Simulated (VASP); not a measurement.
A run of VASP 6.6.1 is set up as follows.

Contents of INCAR:

```
  ALGO = Normal
  EDIFF = 1E-7
  ENCUT = 520
  GGA = PE
  ISIF = 2
  ISMEAR = 0
  LASPH = True
  LCHARG = True
  LELF = True
  LREAL = False
  LVHAR = True
  LWAVE = False
  NBANDS = 24
  NELM = 60
  PREC = Accurate
  SIGMA = 0.1
```

KPOINTS

```
k-points
0
Gamma
  12 12 8
```

Contents of POSCAR:

```
TaN
1.0
    3.0500010905      0.0000000000      0.0000000000
   -1.5250005453      2.6413784260      0.0000000000
    0.0000000000      0.0000000000      4.9400000000
Ta N
2 2
Direct
    0.3333333333      0.6666666667      0.0000000000
    0.6666666667      0.3333333333      0.5000000000
    0.3333333333      0.6666666667      0.3850000000
    0.6666666667      0.3333333333      0.8850000000
```

Potentials or basis: VASP PAW PBE potentials, release 64 (Ta_pv, N).

Run with:

```bash
$ cat potpaw_PBE.64/Ta_pv/POTCAR potpaw_PBE.64/N/POTCAR > POTCAR
$ mpirun -np 1 vasp_std > vasp.out
```

Q: Estimate the band gap on the k mesh.

A: Zero (bands 16 and 17 overlap by 2.86 eV).

Q: Estimate the largest force.

A: 2.273 eV/Å.

Q: What does it give for the pressure?

A: 140.3 GPa.

Stress tensor (GPa, compression positive):
```
148.89   0.00   0.00
  0.00 148.89   0.00
  0.00   0.00 123.19
```

Caveat: the cell stands under pressure; spin-orbit coupling is left out, which moves the levels of the heavy elements; forces of over 1 eV/Å act on the atoms, so gaps and moduli don't describe the material at rest.
